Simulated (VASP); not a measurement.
Wanted: the native input for a VASP 6.6.1 run.

```yaml
Task: single point
Functional: r2SCAN
Potentials_or_basis: VASP PAW PBE potentials, release 64 (As, Se)
Cutoff: 520 eV
k_mesh: 8 × 8 × 8
Occupations: gaussian, width 0.1 eV
Spin: no spin polarisation
Dipole_correction: no
Further_INCAR_settings: ALGO = Normal; EDIFF = 1e-06; NBANDS = 25
```

As2Se:

```
As Se
1.0
    -3.46949    3.46949    2.60918
     3.46949   -3.46949    2.60918
     3.46949    3.46949   -2.60918
As Se
4 2
Cartesian
  0.0000 5.2042 0.6523
  0.0000 1.7347 0.6523
  1.7347 3.4695 1.9569
  -1.7347 3.4695 1.9569
  0.0000 0.0000 2.6092
  3.4695 0.0000 1.3046
```

This cell differs from its parent crystal: volume scaled by 0.97, then relaxed in part.

These files were run (other wordings do the same):

POSCAR

```
As2Se
1.0
   -3.4694893045      3.4694893045      2.6091796006
    3.4694893045     -3.4694893045      2.6091796006
    3.4694893045      3.4694893045     -2.6091796006
As Se
4 2
Direct
    0.8750000000      0.1250000000      0.7500000000
    0.3750000000      0.1250000000      0.2500000000
    0.8750000000      0.6250000000      0.7500000000
    0.8750000000      0.1250000000      0.2500000000
    0.5000000000      0.5000000000      0.0000000000
    0.2500000000      0.7500000000      0.5000000000
```

INCAR.step1

```
SYSTEM = As2Se
PREC     = Accurate       ! precision mode
ENCUT    = 520            ! plane-wave cutoff, eV
ISMEAR   = 0              ! smearing method
SIGMA    = 0.1            ! smearing width, eV
LREAL    = .FALSE.        ! projectors in reciprocal space
LASPH    = .TRUE.         ! aspherical terms in the spheres
NELM     = 100            ! most SCF steps
NBANDS   = 25             ! bands
GGA      = PE             ! functional
ALGO     = Normal         ! electronic algorithm
EDIFF    = 1E-4           ! SCF threshold, eV
LWAVE    = .TRUE.         ! write WAVECAR
LCHARG   = .FALSE.        ! write CHGCAR
```

INCAR.step2

```
SYSTEM = As2Se
PREC     = Accurate       ! precision mode
ENCUT    = 520            ! plane-wave cutoff, eV
EDIFF    = 1E-6           ! SCF threshold, eV
ISMEAR   = 0              ! smearing method
SIGMA    = 0.1            ! smearing width, eV
LREAL    = .FALSE.        ! projectors in reciprocal space
LASPH    = .TRUE.         ! aspherical terms in the spheres
NELM     = 100            ! most SCF steps
ALGO     = Normal         ! electronic algorithm
ISIF     = 2              ! what is computed and relaxed
LWAVE    = .FALSE.        ! write WAVECAR
LCHARG   = .FALSE.        ! write CHGCAR
METAGGA  = R2SCAN         ! meta-GGA
LMIXTAU  = .TRUE.       
NBANDS   = 25             ! bands
ISTART   = 1
```

KPOINTS

```
regular mesh
0
G
  8 8 8
  0 0 0
```

Potentials or basis: VASP PAW PBE potentials, release 64 (As, Se).

Launch:

```bash
$ cat potpaw_PBE.64/As/POTCAR potpaw_PBE.64/Se/POTCAR > POTCAR
$ cp INCAR.step1 INCAR
$ mpirun -np 1 vasp_std > vasp.out
$ cp INCAR.step2 INCAR
$ mpirun -np 1 vasp_std > vasp.out
```

It gave:

* Pressure: 2.3 GPa
* Band gap on the k mesh: zero (band 16 reaches 5.51 eV, above the bottom of band 17 at 5.02 eV)

Caveat: the PAW data sets were made with another functional, which shifts forces and pressure a little.

Wall time 8.2 min on 1 thread of Intel Xeon 6975P-C, on a shared host, peak memory 0.38 GiB.
